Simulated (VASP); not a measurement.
# CdP (Pmma) in VASP: single point with PBE

Aim: the single point of CdP with PBE.

Program: VASP 6.6.1. These are calculated values, not measurements. Logs are shortened: lines on timing, memory, paths and dates and some standing lists are left out, and cuts for length are marked.

## 1. The cell of the first run

Symmetry: Pmma, No. 51, orthorhombic system. The conventional cell has a = 4.491 Å, b = 4.188 Å, c = 5.457 Å, α = 90.00°, β = 90.00°, γ = 90.00°. Cd (site symmetry mm2) has 2 P at 2.61 Å and 2 Cd at 2.95 Å within 3.4 Å. Within 3.0 Å of P (site symmetry mm2) lie 2 P at 2.29 Å and 2 Cd at 2.61 Å.

## 2. Single point, PBE

The input, INCAR:

```
SYSTEM = CdP
PREC     = Accurate       ! precision mode
ENCUT    = 520            ! plane-wave cutoff, eV
EDIFF    = 1E-6           ! SCF threshold, eV
ISMEAR   = 0              ! smearing method
SIGMA    = 0.1            ! smearing width, eV
LREAL    = .FALSE.        ! projectors in reciprocal space
LASPH    = .TRUE.         ! aspherical terms in the spheres
NELM     = 80             ! most SCF steps
ALGO     = Normal         ! electronic algorithm
ISIF     = 2              ! what is computed and relaxed
LWAVE    = .FALSE.        ! write WAVECAR
LCHARG   = .FALSE.        ! write CHGCAR
GGA      = PE             ! functional
NBANDS   = 25             ! bands
```

The input, KPOINTS:

```
Automatic mesh
0
G
  4 4 4
  0 0 0
```

The input, POSCAR:

```
CdP
1.0
    4.4914128979      0.0000000000      0.0000000000
    0.0000000000      5.4568144712      0.0000000000
    0.0000000000      0.0000000000      4.1884759437
Cd P
2 2
Direct
    0.2500000000      0.3241975983      0.1728753870
    0.7500000000      0.6758024017      0.1728753870
    0.7500000000     -0.0390936335      0.6728883387
    0.2500000000      1.0390936335      0.6728883387
```

Potentials or basis: VASP PAW PBE potentials, release 64 (Cd, P).

Command:

```console
> cat potpaw_PBE.64/Cd/POTCAR potpaw_PBE.64/P/POTCAR > POTCAR
> mpirun -np 1 vasp_std > vasp.out
```

OUTCAR:

```text
SYSTEM = CdP
   PREC = Accurate
   ENCUT = 520
   EDIFF = 1E-6
   ISMEAR = 0
   LREAL = .FALSE.
   LASPH = .TRUE.
   NELM = 80
   ISIF = 2
   GGA = PE

 ion  position               nearest neighbor table
   1  0.250  0.324  0.173-   4 2.61   4 2.61   2 2.95   2 2.95
   2  0.750  0.676  0.173-   3 2.61   3 2.61   1 2.95   1 2.95
   3  0.750  0.961  0.673-   4 2.29   4 2.29   2 2.61   2 2.61
   4  0.250  0.039  0.673-   3 2.29   3 2.29   1 2.61   1 2.61

  LATTYP: Found a simple orthorhombic cell.
 ALAT       =     4.1884759437
 B/A-ratio  =     1.0723262968
 C/A-ratio  =     1.3028162378

  Lattice vectors:

 A1 = (   0.0000000000,   0.0000000000,   4.1884759437)
 A2 = (   4.4914128979,   0.0000000000,   0.0000000000)
 A3 = (   0.0000000000,   5.4568144712,   0.0000000000)

Analysis of symmetry for initial positions (statically):
=====================================================================
 Subroutine PRICEL returns:
 Original cell was already a primitive cell.

 Routine SETGRP: Setting up the symmetry group for a
 simple orthorhombic supercell.

 Subroutine GETGRP returns: Found  4 space group operations
 (whereof  2 operations were pure point group operations)
 out of a pool of  8 trial point group operations.

The static configuration has the point symmetry C_2 .
 The point group associated with its full space group is C_2v.

Analysis of symmetry for dynamics (positions and initial velocities):
=====================================================================
 Subroutine PRICEL returns:
 Original cell was already a primitive cell.

 Routine SETGRP: Setting up the symmetry group for a
 simple orthorhombic supercell.

 Subroutine GETGRP returns: Found  4 space group operations
 (whereof  2 operations were pure point group operations)
 out of a pool of  8 trial point group operations.

The dynamic configuration has the point symmetry C_2 .
 The point group associated with its full space group is C_2v.

 Subroutine INISYM returns: Found  4 space group operations
 (whereof  2 operations are pure point group operations),
 and found     1 'primitive' translations

----------------------------------------------------------------------------------------

                                     Primitive cell

  volume of cell :     102.6545

  direct lattice vectors                    reciprocal lattice vectors
     4.491412898  0.000000000  0.000000000     0.222647087  0.000000000  0.000000000
     0.000000000  5.456814471  0.000000000     0.000000000  0.183257101  0.000000000
     0.000000000  0.000000000  4.188475944     0.000000000  0.000000000  0.238750327

  length of vectors
     4.491412898  5.456814471  4.188475944     0.222647087  0.183257101  0.238750327

  position of ions in fractional coordinates (direct lattice)
     0.250000000  0.324197598  0.172875387
     0.750000000  0.675802402  0.172875387
     0.750000000  0.960906366  0.672888339
     0.250000000  0.039093634  0.672888339

  ion indices of the primitive-cell ions
   primitive index   ion index
                 1           1
                 2           2
                 3           3
                 4           4

----------------------------------------------------------------------------------------

 KPOINTS: Automatic mesh

Automatic generation of k-mesh.
 Grid dimensions read from file:
 generate k-points for:    4    4    4

 Generating k-lattice:

  Cartesian coordinates                     Fractional coordinates (reciprocal lattice)
     0.055661772  0.000000000  0.000000000     0.250000000  0.000000000  0.000000000
     0.000000000  0.045814275  0.000000000     0.000000000  0.250000000  0.000000000
     0.000000000  0.000000000  0.059687582     0.000000000  0.000000000  0.250000000

  Length of vectors
     0.055661772  0.045814275  0.059687582

  Shift w.r.t. Gamma in fractional coordinates (k-lattice)
     0.000000000  0.000000000  0.000000000

 Subroutine IBZKPT returns following result:
 ===========================================

 Found     27 irreducible k-points:

 Following reciprocal coordinates:
            Coordinates               Weight
  0.000000  0.000000  0.000000      1.000000
  0.250000  0.000000  0.000000      2.000000
  0.500000  0.000000  0.000000      1.000000
  0.000000  0.250000  0.000000      2.000000
  0.250000  0.250000  0.000000      4.000000
  0.500000  0.250000  0.000000      2.000000
[... 16 lines left out ...]
  0.250000  0.250000  0.500000      4.000000
  0.500000  0.250000  0.500000      2.000000
 [... further k-points ...]
   k-points           NKPTS =     27   k-points in BZ     NKDIM =     27   number of bands    NBANDS=     25
   number of dos      NEDOS =    301   number of ions     NIONS =      4
   total plane-waves  NPLWV =  48384
   dimension x,y,z NGX =    36 NGY =   42 NGZ =   32
   dimension x,y,z NGXF=    72 NGYF=   84 NGZF=   64
   ions per type =               2   2
   NGX,Y,Z   is equivalent  to a cutoff of  13.33, 12.80, 12.70 a.u.
   NGXF,Y,Z  is equivalent  to a cutoff of  26.65, 25.59, 25.40 a.u.
 SYSTEM =  CdP
   PREC   = accura    normal or accurate (medium, high low for compatibility)
   ISTART =      0    job   : 0-new  1-cont  2-samecut
   ICHARG =      2    charge: 1-file 2-atom 10-const
   ISPIN  =      1    spin polarized calculation?
   LNONCOLLINEAR =      F non collinear calculations
   LSORBIT =      F    spin-orbit coupling
   LASPH  =      T    aspherical Exc in radial PAW
   ENCUT  =  520.0 eV  38.22 Ry    6.18 a.u.   8.35 10.15  7.79*2*pi/ulx,y,z
   NELM   =     80;   NELMIN=  2; NELMDL= -5     # of ELM steps
   EDIFF  = 0.1E-05   stopping-criterion for ELM
   LREAL  =      F    real-space projection
   EDIFFG = 0.1E-04   stopping-criterion for IOM
   NSW    =      0    number of steps for IOM
   IBRION =     -1    ionic relax: 0-MD 1-quasi-New 2-CG
   NFREE  =      0    steps in history (QN), initial steepest desc. (CG)
   ISIF   =      2    stress and relaxation
   ISYM   =      2    0-nonsym 1-usesym 2-fastsym
   POTIM  = 0.5000    time-step for ionic-motion
   TEBEG  =    0.0;   TEEND  =   0.0 temperature during run
   PSTRESS=    0.0 pullay stress
   NELECT =      34.0000    total number of electrons
   NUPDOWN=      -1.0000    fix difference up-down
   EMIN   =  10.00;   EMAX   =-10.00  energy-range for DOS
   EFERMI =   0.00;   METHOD = LEGACY
   ISMEAR =     0;   SIGMA  =   0.10  broadening in eV -4-tet -1-fermi 0-gaus
   EFERMI_NEDOS =   21; number of points for ismear=-14 and -15
   IALGO  =     38    algorithm
   IMIX   =      4    mixing-type and parameters
     AMIX     =   0.40;   BMIX     =  1.00
     AMIX_MAG =   1.60;   BMIX_MAG =  1.00
  volume/ion in A,a.u.               =      25.66       173.19
  Fermi-wavevector in a.u.,A,eV,Ry     =   1.132683  2.140461 17.455879  1.282971
  Thomas-Fermi vector in A             =   2.269385
   LORBIT       =      0    0 simple, 1 ext, 2 COOP (PROOUT), +10 PAW based schemes
   GGA     = PE    functional components
   LHFCALC =     F    Hartree Fock is set to
   AEXX    =    0.0000 exact exchange contribution
   IVDW    =     0    specifies the selected vdW correction
   LEPSILON=     F    determine dielectric tensor
   LRPA    =     F    only Hartree local field effects (RPA)
 non-spin polarized calculation
 Gauss-broadening in eV      SIGMA  =   0.10
  energy-cutoff  :      520.00
  volume of cell :      102.65
 maximum number of plane-waves:      2788
 NGX is ok and might be reduce to    36
   NGX = 17   NGY = 21   NGZ = 15

 number of electron      34.0000009 magnetization

 Free energy of the ion-electron system (eV)
  ---------------------------------------------------
  ext. energy  EPLUGINS =         0.00000000
  ---------------------------------------------------
  free energy    TOTEN  =       -11.13173622 eV

  energy without entropy =      -11.10961221  energy(sigma->0) =      -11.12067421

 E-fermi :   2.2600     XC(G=0):  -9.2083

 val. band max:        2.2552475947   @ k =   0.0000   0.0000   0.2500
 cond. band min:       2.3067414315   @ k =   0.2500   0.0000   0.2500
 fundamental gap:      0.0514938368
 Fermi energy:         2.2599732387

 k-point     1 :       0.0000    0.0000    0.0000
  band No.  band energies     occupation
      1     -10.4114      2.00000
      2      -6.5871      2.00000
      3      -6.5803      2.00000
      4      -6.3784      2.00000
      5      -6.3597      2.00000
      6      -6.2656      2.00000
[... 17 lines left out ...]
     24       8.3723      0.00000
     25       9.1391      0.00000

 k-point     2 :       0.2500    0.0000    0.0000
  band No.  band energies     occupation
      1      -9.9983      2.00000
      2      -7.2116      2.00000
      3      -6.3917      2.00000
      4      -6.3488      2.00000
      5      -6.3137      2.00000
      6      -6.2268      2.00000
[... 17 lines left out ...]
     24       8.8812      0.00000
     25       9.2427      0.00000

 k-point     3 :       0.5000    0.0000    0.0000
  band No.  band energies     occupation
      1      -8.8053      2.00000
      2      -8.8053      2.00000
      3      -6.2847      2.00000
      4      -6.2847      2.00000
      5      -6.2614      2.00000
      6      -6.2614      2.00000
[... 17 lines left out ...]
     24       9.2306      0.00000
     25       9.3340      0.00000

 k-point     4 :       0.0000    0.2500    0.0000
  band No.  band energies     occupation
      1     -10.3842      2.00000
      2      -6.6373      2.00000
      3      -6.5409      2.00000
      4      -6.3465      2.00000
      5      -6.3424      2.00000
      6      -6.1580      2.00000
[... 17 lines left out ...]
     24       8.5400      0.00000
     25       9.2777      0.00000

 k-point     5 :       0.2500    0.2500    0.0000
  band No.  band energies     occupation
      1      -9.9735      2.00000
      2      -7.1872      2.00000
      3      -6.4740      2.00000
      4      -6.3427      2.00000
      5      -6.2496      2.00000
      6      -6.2417      2.00000
[... 17 lines left out ...]
     24       8.9682      0.00000
     25      10.0794      0.00000

 k-point     6 :       0.5000    0.2500    0.0000
  band No.  band energies     occupation
      1      -8.7864      2.00000
      2      -8.7864      2.00000
      3      -6.3613      2.00000
      4      -6.3613      2.00000
      5      -6.3118      2.00000
      6      -6.3118      2.00000
[... 17 lines left out ...]
     24       8.6310      0.00000
     25       8.9317      0.00000
[... 393 lines left out ...]
 k-point    21 :       0.5000    0.0000    0.5000
  band No.  band energies     occupation
      1      -8.6200      2.00000
      2      -8.6200      2.00000
      3      -6.3655      2.00000
      4      -6.3655      2.00000
      5      -6.2598      2.00000
      6      -6.2598      2.00000
[... 17 lines left out ...]
     24       5.9682      0.00000
     25      12.0422      0.00000

 k-point    22 :       0.0000    0.2500    0.5000
  band No.  band energies     occupation
      1     -10.1710      2.00000
      2      -6.6124      2.00000
      3      -6.5172      2.00000
      4      -6.3740      2.00000
      5      -6.2509      2.00000
      6      -6.2363      2.00000
[... 17 lines left out ...]
     24       8.8288      0.00000
     25      10.2921      0.00000

 k-point    23 :       0.2500    0.2500    0.5000
  band No.  band energies     occupation
      1      -9.7712      2.00000
      2      -7.1568      2.00000
      3      -6.4880      2.00000
      4      -6.2669      2.00000
      5      -6.2569      2.00000
      6      -6.2342      2.00000
[... 17 lines left out ...]
     24       9.0301      0.00000
     25      10.3036      0.00000

 k-point    24 :       0.5000    0.2500    0.5000
  band No.  band energies     occupation
      1      -8.6283      2.00000
      2      -8.6283      2.00000
      3      -6.3645      2.00000
      4      -6.3645      2.00000
      5      -6.1716      2.00000
      6      -6.1716      2.00000
[... 17 lines left out ...]
     24       7.2556      0.00000
     25      11.7155      0.00000

 [... further k-points ...]
[... 5 lines left out ...]
  --------------------------------------------------------------------------------------
  -------------------------------------------------------------------------------------
  Total        0.1648177      0.1647687      0.2291182      0.0000000      0.0000000      0.0000000
  in kB        2.5723869      2.5716225      3.5759544      0.0000000      0.0000000      0.0000000
  external PRESSURE =       2.9066546 kB  Pullay stress =       0.0000000 kB

 VOLUME and BASIS-vectors are now :
 -----------------------------------------------------------------------------
  energy-cutoff  :      520.00
  volume of cell :      102.65
      direct lattice vectors                 reciprocal lattice vectors
     4.491412898  0.000000000  0.000000000     0.222647087  0.000000000  0.000000000
     0.000000000  5.456814471  0.000000000     0.000000000  0.183257101  0.000000000
     0.000000000  0.000000000  4.188475944     0.000000000  0.000000000  0.238750327

 POSITION                                       TOTAL-FORCE (eV/Angst)
 -----------------------------------------------------------------------------------
      1.12285      1.76909      0.72408         0.000000      0.013370      0.000199
      3.36856      3.68773      0.72408        -0.000000     -0.013370      0.000199
      3.36856      5.24349      2.81838        -0.000000      0.012270     -0.000199
      1.12285      0.21333      2.81838        -0.000000     -0.012270     -0.000199
 -----------------------------------------------------------------------------------
    total drift:                                0.000000     -0.000000     -0.000195

  FREE ENERGIE OF THE ION-ELECTRON SYSTEM (eV)
  ---------------------------------------------------
  free  energy   TOTEN  =       -11.1317362170 eV

  energy  without entropy=      -11.1096122096  energy(sigma->0) =      -11.12067421
```

Wall time 29 s (1 thread of AMD EPYC 9R45 (Zen 5), shared host); peak memory 0.2 GiB.

Results:

```
Free energy            : -11.1317 eV
Pressure               : 0.3 GPa
Largest force          : 0.013 eV/Å
Band gap on the k mesh : zero (band 17 reaches 3.87 eV, above the bottom of band 18 at 1.21 eV)
```

Forces in eV/Å, atoms in the order of the input:
```
Cd   0.000  0.013  0.000
Cd   0.000 -0.013  0.000
P    0.000  0.012  0.000
P    0.000 -0.012  0.000
```

Stress tensor (GPa, compression positive):
```
0.26 0.00 0.00
0.00 0.26 0.00
0.00 0.00 0.36
```

Caveat: the k points lie up to 0.38 Å⁻¹ apart.
